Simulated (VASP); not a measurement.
# PtSeS4 (F-43m) in VASP: further runs, part 2 of 2

VASP 6.6.1. The steps go on from the part before.

**4. Relaxation of cell and atoms, PBE**

This run uses another cell than the first one, of 22.24 Å³/atom.

Input file INCAR:

```
  PREC = Accurate
  ENCUT = 600
  EDIFF = 1E-6
  ISMEAR = 0
  SIGMA = 0.1
  LREAL = F
  LASPH = T
  NELM = 80
  ALGO = Normal
  ISIF = 3
  LWAVE = F
  LCHARG = F
  GGA = PE
  IBRION = 2
  NSW = 90
  EDIFFG = -0.04
```

Input file KPOINTS:

```
regular mesh
0
Gamma
  4 4 4
```

Input file POSCAR:

```
PtSeS4
1.0
    0.0000000000      4.0556799400      4.0556799400
    4.0556799400      0.0000000000      4.0556799400
    4.0556799400      4.0556799400      0.0000000000
Pt Se S
1 1 4
Direct
    0.0000000000      0.0000000000      0.0000000000
    0.7500000000      0.7500000000      0.7500000000
    0.8769740200      0.3743419900      0.3743419900
    0.3743419900      0.3743419900      0.3743419900
    0.3743419900      0.8769740200      0.3743419900
    0.3743419900      0.3743419900      0.8769740200
```

Potentials or basis: VASP PAW PBE potentials, release 64 (Pt, Se, S).

Run with:

```console
$ cat potpaw_PBE.64/Pt/POTCAR potpaw_PBE.64/Se/POTCAR potpaw_PBE.64/S/POTCAR > POTCAR
$ mpirun -np 1 vasp_std > vasp.out
```

OUTCAR:

```text
PREC = Accurate
   ENCUT = 600
   EDIFF = 1E-6
   ISMEAR = 0
   LREAL = F
   LASPH = T
   NELM = 80
   ISIF = 3
   GGA = PE
   IBRION = 2
   NSW = 90
   EDIFFG = -0.04

 ion  position               nearest neighbor table
   1  0.000  0.000  0.000-
   2  0.750  0.750  0.750-
   3  0.877  0.374  0.374-
   4  0.374  0.374  0.374-
   5  0.374  0.877  0.374-
   6  0.374  0.374  0.877-

  LATTYP: Found a face centered cubic cell.
 ALAT       =     8.1113598800

  Lattice vectors:

 A1 = (   0.0000000000,   4.0556799400,   4.0556799400)
 A2 = (   4.0556799400,   0.0000000000,   4.0556799400)
 A3 = (   4.0556799400,   4.0556799400,   0.0000000000)

Analysis of symmetry for initial positions (statically):
=====================================================================
 Subroutine PRICEL returns:
 Original cell was already a primitive cell.

 Routine SETGRP: Setting up the symmetry group for a
 face centered cubic supercell.

 Subroutine GETGRP returns: Found 24 space group operations
 (whereof 24 operations were pure point group operations)
 out of a pool of 48 trial point group operations.

The static configuration has the point symmetry T_d .

Analysis of symmetry for dynamics (positions and initial velocities):
[... 149 lines left out ...]
  ---------------------------------------------------
  free energy    TOTEN  =       -16.87065180 eV

  energy without entropy =      -16.80355125  energy(sigma->0) =      -16.83710152

 E-fermi :   3.9860     XC(G=0):  -9.9456

 val. band max:        3.9845892404   @ k =   0.2500   0.0000   0.0000
 cond. band min:       4.0791958149   @ k =   0.2500   0.2500   0.0000
 fundamental gap:      0.0946065745
 Fermi energy:         3.9859626129

 k-point     1 :       0.0000    0.0000    0.0000
  band No.  band energies     occupation
      1     -10.6063      2.00000
      2      -7.6997      2.00000
      3      -7.4838      2.00000
      4      -7.4838      2.00000
      5      -7.4838      2.00000
      6      -2.4235      2.00000
[... 318 lines left out ...]
  FREE ENERGIE OF THE ION-ELECTRON SYSTEM (eV)
  ---------------------------------------------------
  free  energy   TOTEN  =       -18.3248274086 eV

  energy  without entropy=      -18.2866696788  energy(sigma->0) =      -18.30574854

[... ionic steps 4 to 7 ...]

--------------------------------------- Ionic step        8  -------------------------------------------

 number of electron      40.0000002 magnetization

------------------------ aborting loop because EDIFF is reached ----------------------------------------
[... 75 lines left out ...]
--------------------------------------- Ionic step       10  -------------------------------------------

 number of electron      40.0000001 magnetization

 Free energy of the ion-electron system (eV)
  ---------------------------------------------------
  ext. energy  EPLUGINS =         0.00000000
  ---------------------------------------------------
  free energy    TOTEN  =       -18.57600565 eV

  energy without entropy =      -18.53505141  energy(sigma->0) =      -18.55552853

 E-fermi :   6.9727     XC(G=0): -10.9506

 val. band max:        6.9669762518   @ k =   0.5000   0.2500   0.0000
 cond. band min:       6.9794195765   @ k =   0.2500   0.0000   0.0000
 fundamental gap:      0.0124433247
 Fermi energy:         6.9727348064

 k-point     1 :       0.0000    0.0000    0.0000
  band No.  band energies     occupation
      1     -10.8493      2.00000
      2      -5.4742      2.00000
      3      -5.4107      2.00000
      4      -5.4107      2.00000
      5      -5.4107      2.00000
      6      -1.3574      2.00000
[... 238 lines left out ...]
  FREE ENERGIE OF THE ION-ELECTRON SYSTEM (eV)
  ---------------------------------------------------
  free  energy   TOTEN  =       -18.5760056504 eV

  energy  without entropy=      -18.5350514092  energy(sigma->0) =      -18.55552853

 reached required accuracy - stopping structural energy minimisation
```

CONTCAR:

```text
PtSeS4
   1.00000000000000
     0.0000000000000000    3.7668832554976155    3.7668832554976155
     3.7668832554976155    0.0000000000000001    3.7668832554976155
     3.7668832554976155    3.7668832554976155   -0.0000000000000000
  Pt              Se              S
     1     1     4
Direct
     0.0000000000000000    0.0000000000000000    0.0000000000000000
     0.7500000000000000    0.7500000000000000    0.7500000000000000
     0.9191474892929296    0.3602841669023542    0.3602841669023542
     0.3602841669023542    0.3602841669023542    0.3602841669023542
     0.3602841669023542    0.9191474892929296    0.3602841669023542
     0.3602841669023542    0.3602841669023542    0.9191474892929296

  0.00000000E+00  0.00000000E+00  0.00000000E+00
  0.00000000E+00  0.00000000E+00  0.00000000E+00
  0.00000000E+00  0.00000000E+00  0.00000000E+00
  0.00000000E+00  0.00000000E+00  0.00000000E+00
  0.00000000E+00  0.00000000E+00  0.00000000E+00
  0.00000000E+00  0.00000000E+00  0.00000000E+00
```

It took 3.7 min on 1 thread of Intel Xeon 6975P-C (Granite Rapids), shared host; peak memory 0.36 GiB.

Results:

| Property | Result |
| --- | --- |
| Free energy | -18.5760 eV |
| Relaxed volume | 17.82 Å³/atom |
| Relaxed cell | a = 5.327 Å, b = 5.327 Å, c = 5.327 Å, α = 60.00°, β = 60.00°, γ = 60.00° |
| Space group after relaxing (to 0.1 Å) | F-43m (No. 216) |
| Energy gained by relaxing | 284.2 meV/atom |
| Ionic steps | 10 |
| Pressure after relaxing | -0.2 GPa |
| Largest force after relaxing | 0.030 eV/Å |
| Band gap on the k mesh | zero (bands 20 and 21 overlap by 0.26 eV) |

Forces in eV/Å, atoms in the order of the input:
```
Pt   0.000  0.000  0.000
Se   0.000  0.000  0.000
S    0.018 -0.018 -0.018
S    0.018  0.018  0.018
S   -0.018  0.018 -0.018
S   -0.018 -0.018  0.018
```

Step by step:
```tsv
step	energy change (eV)	largest force (eV/Å)	pressure (GPa)	volume (Å³)
1	0.0000	0.2894	-11.41	133.42
2	-1.4322	0.4550	-2.06	105.11
3	-1.4542	0.4647	0.03	102.19
4	-1.4538	0.4662	0.49	101.62
5	-1.5003	0.5228	0.74	101.42
6	-1.6286	0.3181	2.25	100.85
7	-1.2581	1.9384	10.14	99.70
8	-1.6436	0.1825	2.83	100.71
9	-1.6794	0.1212	1.75	102.54
10	-1.7054	0.0304	-0.21	106.90
```

Final structure:
```xyz
6
Lattice="0.0000 3.7669 3.7669 3.7669 0.0000 3.7669 3.7669 3.7669 0.0000" Properties=species:S:1:pos:R:3 pbc="T T T"
Pt    0.0000    0.0000    0.0000
Se    5.6503    5.6503    5.6503
S     2.7143    4.8195    4.8195
S     2.7143    2.7143    2.7143
S     4.8195    2.7143    4.8195
S     4.8195    4.8195    2.7143
```

Caveat: the volume moved by over 15 % at a fixed basis, so the end points are rough; spin-orbit coupling is left out, which moves the levels of the heavy elements.

**5. Overview**

```tsv
task	cell	cutoff (eV)	gap on the mesh (eV)	pressure (GPa)	largest force (eV/Å)
single point	a = 5.313 Å, angles 60.0°, 6 atoms, atomic positions A	520	none	-0.2	0.07
single point	a = 5.736 Å, angles 60.0°, 6 atoms, atomic positions B	520	none	-11.5	0.29
relaxation of cell and atoms	relaxed from a = 5.736 Å, angles 60.0°, 6 atoms, atomic positions B	600	none	-0.2	0.03
```

Alike in all rows: level PBE; potentials or basis VASP PAW PBE potentials, release 64 (Pt, Se, S); no spin polarisation; k mesh 4 × 4 × 4; smearing gaussian 0.1 eV.

Caveats: some runs use coarse meshes; spin-orbit coupling is left out, which moves the levels of the heavy elements; the cell stands under tension (at least some runs); the volume moved by over 15 % at a fixed basis, so the end points are rough (at least some runs).

Absolute energies hang on the potentials; compare differences alone.

The gap in the log of VASP goes by the Fermi energy; the results here count the filled bands.